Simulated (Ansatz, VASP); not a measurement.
## One calculation of Li2H, two programs

File INCAR:

```
ALGO = Normal ; EDIFF = 1E-6
EDIFFG = -0.01 ; ENCUT = 600
GGA = PE ; IBRION = 2
ISIF = 3 ; ISMEAR = 0
LASPH = T ; LCHARG = F
LREAL = F ; LWAVE = F
NELM = 100 ; NSW = 100
PREC = Accurate ; SIGMA = 0.1
```

Contents of KPOINTS:

```
k-points
0
Gamma
  18 18 18
```

File POSCAR:

```
Li2H
1.0
    1.4049271000      0.8111350000      5.1137827000
   -1.4049271000      0.8111350000      5.1137827000
    0.0000000000     -1.6222700000      5.1137827000
Li H
2 1
Direct
    0.0815287000      0.0815287000      0.0815287000
    0.9184880000      0.9184880000      0.9184880000
    0.6669520000      0.6669520000      0.6669520000
```

Input for Ansatz:

```yaml
crystal:
  lattice:
    - [1.4049271, 0.811135, 5.1137827]
    - [-1.4049271, 0.811135, 5.1137827]
    - [0.0, -1.62227, 5.1137827]
  atoms:
    - { symbol: Li, position: [0.0815287, 0.0815287, 0.0815287] }
    - { symbol: Li, position: [0.918488, 0.918488, 0.918488] }
    - { symbol: H, position: [0.666952, 0.666952, 0.666952] }
basis:
  ecutwfc: 420
kpoints:
  mp_grid: { grid: [18, 18, 18] }
hamiltonian:
  xc: pbe
scf:
  occupations: { method: gaussian, width: 0.1 }
output:
  forces: true
  stress: true
  eigenvalues: true
  write_density: true
  write_potential: true
  elf: true
  volumetric_format: npy
relax:
  adjacent_minimum: "off"
  f_tol: 0.01
  max_steps: 80
  cell: { stress_tol: 0.05 }
```

Change from the starting cell: relaxed end of: ordered vacancies on the anion sites of nickel arsenide (P-6m2, No. 187).

Alike in both runs: task relaxation of cell and atoms; functional PBE; k mesh 18 × 18 × 18; occupations gaussian, width 0.1 eV; no spin polarisation.

|  | VASP | Ansatz |
| --- | --- | --- |
| version | VASP 6.6.1 | Ansatz 0.2.0 |
| potentials or method | VASP PAW PBE potentials, release 64 (Li_sv, H), cutoff 600 eV | scalar-relativistic, plane waves, PAW |
| valence electrons in the cell | 7 | 7 |

Ansatz gave:

- gap on the k mesh at the Fermi level, each at its own relaxed structure (eV): none
- relaxed volume (Å³/atom): 11.66
- relaxed cell length with the largest relative difference (Å): 5.365

Question: What did VASP give for the same quantities?

Answer: gap on the k mesh at the Fermi level, each at its own relaxed structure (eV): none; relaxed volume (Å³/atom): 11.64; relaxed cell length with the largest relative difference (Å): 5.362.

A gap of «none» marks a metal or a gap that the smearing closes.

Noted on VASP's run: the cutoff is short for stress, so the pressure is rough.
